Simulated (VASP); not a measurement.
Write the native input for VASP 6.6.1 that does the following.

```
Task                   : single point
Functional             : r2SCAN
Potentials or basis    : VASP PAW PBE potentials, release 64 (Mg, B)
Cutoff                 : 520 eV
k mesh                 : 14 × 14 × 12
Occupations            : gaussian, width 0.05 eV
Spin                   : no spin polarisation
Dipole correction      : no
Further INCAR settings : ALGO = Normal; EDIFF = 1e-06; NBANDS = 11
```

The system is MgB2.

```
CELL_PARAMETERS angstrom
3.03652 0.00000 0.00000
-1.51826 2.62971 0.00000
0.00000 0.00000 3.44160
ATOMIC_POSITIONS crystal
Mg 0.00000 0.00000 0.00000
B 0.33333 0.66667 0.50000
B 0.66667 0.33333 0.50000
```

This cell differs from its parent crystal: volume scaled by 0.960.

These files were run (other wordings do the same):

POSCAR

```
MgB2
1.0
    3.0365221043      0.0000000000      0.0000000000
   -1.5182610521      2.6297052815      0.0000000000
    0.0000000000      0.0000000000      3.4416003059
Mg B
1 2
Direct
    0.0000000000      0.0000000000      0.0000000000
    0.3333333333      0.6666666667      0.5000000000
    0.6666666667      0.3333333333      0.5000000000
```

INCAR.step1

```
SYSTEM = MgB2
PREC = Accurate
ENCUT = 520
ISMEAR = 0
SIGMA = 0.05
LREAL = .FALSE.
LASPH = .TRUE.
NELM = 100
NBANDS = 11
GGA = PE
ALGO = Normal
EDIFF = 1E-4
LWAVE = .TRUE.
LCHARG = .FALSE.
```

INCAR.step2

```
SYSTEM = MgB2
PREC = Accurate
ENCUT = 520
EDIFF = 1E-6
ISMEAR = 0
SIGMA = 0.05
LREAL = .FALSE.
LASPH = .TRUE.
NELM = 100
ALGO = Normal
ISIF = 2
LWAVE = .FALSE.
LCHARG = .FALSE.
METAGGA = R2SCAN
LMIXTAU = .TRUE.
NBANDS = 11
ISTART = 1
```

KPOINTS

```
Automatic mesh
0
G
  14 14 12
  0 0 0
```

Potentials or basis: VASP PAW PBE potentials, release 64 (Mg, B).

Command:

```sh
$ cat potpaw_PBE.64/Mg/POTCAR potpaw_PBE.64/B/POTCAR > POTCAR
$ cp INCAR.step1 INCAR
$ mpirun -np 1 vasp_std > vasp.out
$ cp INCAR.step2 INCAR
$ mpirun -np 1 vasp_std > vasp.out
```

It gave:

```
Pressure               : 6.1 GPa
Band gap on the k mesh : zero (band 4 reaches 7.19 eV, above the bottom of band 5 at 3.88 eV)
```

Caveat: the PAW data sets were made with another functional, which shifts forces and pressure a little.

Wall time 5.2 min on 1 thread of AMD EPYC 7R13 (shared host), peak memory 0.16 GiB.
